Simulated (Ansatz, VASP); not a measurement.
One calculation of Fe, two programs

```
CELL_PARAMETERS angstrom
-1.36688 1.36688 1.36688
1.36688 -1.36688 1.36688
1.36688 1.36688 -1.36688
ATOMIC_POSITIONS crystal
Fe 0.00000 0.00000 0.00000
```

Alike in both runs: task single point; functional revPBE; k mesh 25 × 25 × 25; occupations fermi-dirac, width 0.05 eV; collinear spin.

|  | VASP | Ansatz |
| --- | --- | --- |
| version | VASP 6.6.1 | Ansatz 0.2.0 |
| potentials or method | VASP PAW PBE potentials, release 64 (Fe), cutoff 520 eV | plane waves (420 eV) with PAW, scalar-relativistic |
| valence electrons in the cell | 8 | 16 |

|  | VASP | Ansatz | Ansatz less VASP |
| --- | --- | --- | --- |
| net moment per atom (μB) | 2.05 | 2.04 | -0.012 |
| size of the moment on the site where the two differ most (μB) | 2.03 | 2.07 | +0.040 |

VASP's potentials were made for PBE, not for revPBE. Site moments also hang on the region over which each program counts them. VASP's potentials hold 8 valence electrons a cell and Ansatz's 16, so a difference there can come from the potentials and not from the codes.
